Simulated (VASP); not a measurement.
Set up this calculation in VASP 6.6.1, as the native input.

```yaml
Task: single point
Functional: PBE
Potentials_or_basis: VASP PAW PBE potentials, release 64 (Au, Zn)
Cutoff: 520 eV
k_mesh: 2 × 2 × 2
Occupations: fermi-dirac, width 0.1 eV
Spin: no spin polarisation
Dipole_correction: no
Further_INCAR_settings: LREAL = Auto; ALGO = Normal; EDIFF = 1e-06; NBANDS = 100
```

The structure of Zn8Au7 (a cell with a defect) lies in POSCAR:

```
Zn8Au7
1.0
    6.3559340000      0.0000000000      0.0000000000
    0.0000000000      6.3559340000      0.0000000000
    0.0000000000      0.0000000000      6.3559340000
Au Zn
7 8
Direct
   -0.0009993811     -0.0003466052      0.0020629541
   -0.0012043863     -0.0005250212      0.5021705701
   -0.0020077301      0.4995976988      0.0024981380
    0.4986949204      0.4996768374      0.5022860527
    0.4984685178     -0.0002817839      0.0024402393
    0.4979129739     -0.0003495946      0.5028913138
    0.4988429710      0.4995121095      0.0022482927
    0.2415712624      0.2567658821      0.2591633267
    0.2414763904      0.2569180234      0.7455058533
    0.2419644383      0.7427657367      0.2587125669
    0.2415803877      0.7423775955      0.7456759306
    0.7551914479      0.2560127276      0.2592698414
    0.7552007305      0.2560290903      0.7454882319
    0.7551063306      0.7432621232      0.2591778014
    0.7553632558      0.7430151100      0.7453666133
```

These files were run (other wordings do the same):

INCAR

```
SYSTEM = Zn8Au7
PREC = Accurate ; ENCUT = 520
EDIFF = 1E-6 ; ISMEAR = -1
SIGMA = 0.1 ; LREAL = Auto
LASPH = .True. ; NELM = 60
ALGO = Normal ; ISIF = 2
LWAVE = .False. ; LCHARG = .False.
GGA = PE ; NBANDS = 100
```

KPOINTS

```
regular mesh
0
Gamma
  2 2 2
  0 0 0
```

Potentials or basis: VASP PAW PBE potentials, release 64 (Au, Zn).

The run is started by

```console
$ cat potpaw_PBE.64/Au/POTCAR potpaw_PBE.64/Zn/POTCAR > POTCAR
$ mpirun -np 1 vasp_std > vasp.out
```

Results of the run:

```
Pressure      : -2.2 GPa
Largest force : 0.008 eV/Å
```

Caveat: the k points lie up to 0.49 Å⁻¹ apart.

Run time: 3.3 min on 1 thread of Intel(R) Xeon(R) 6975P-C (Granite Rapids) (shared host), peak memory 0.39 GiB.
